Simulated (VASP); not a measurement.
Sn, 1 atom in the cell. The structure is tetragonal, space group I4/mmm (No. 139). The conventional cell has a = 4.138 Å, b = 4.138 Å, c = 3.387 Å, α = 90.00°, β = 90.00°, γ = 90.00°. Sn (site symmetry 4/mmm) has 14 Sn at 3.38 to 4.14 Å within 4.4 Å. 

```yaml
Program: VASP 6.6.1
Task: single point
Functional: r2SCAN
Potentials_or_basis: VASP PAW PBE potentials, release 64 (Sn_d)
Cutoff: 520 eV
k_mesh: 10 × 10 × 10
Occupations: fermi-dirac, width 0.05 eV
Spin: no spin polarisation
Dipole_correction: no
Further_INCAR_settings: ALGO = Normal; EDIFF = 1e-06; NBANDS = 13
```

Potentials or basis: VASP PAW PBE potentials, release 64 (Sn_d).

Launch:

```console
$ cat potpaw_PBE.64/Sn_d/POTCAR > POTCAR
$ cp INCAR.step1 INCAR
$ mpirun -np 1 vasp_std > vasp.out
$ cp INCAR.step2 INCAR
$ mpirun -np 1 vasp_std > vasp.out
```

Hardware: 1 thread of Intel(R) Xeon(R) 6975P-C (Granite Rapids), on a shared host.

Question: Estimate the wall time of this run.

Answer: It took 64 s on 1 thread of Intel(R) Xeon(R) 6975P-C (Granite Rapids) (shared host), peak memory 0.18 GiB. Counts: k points 102.
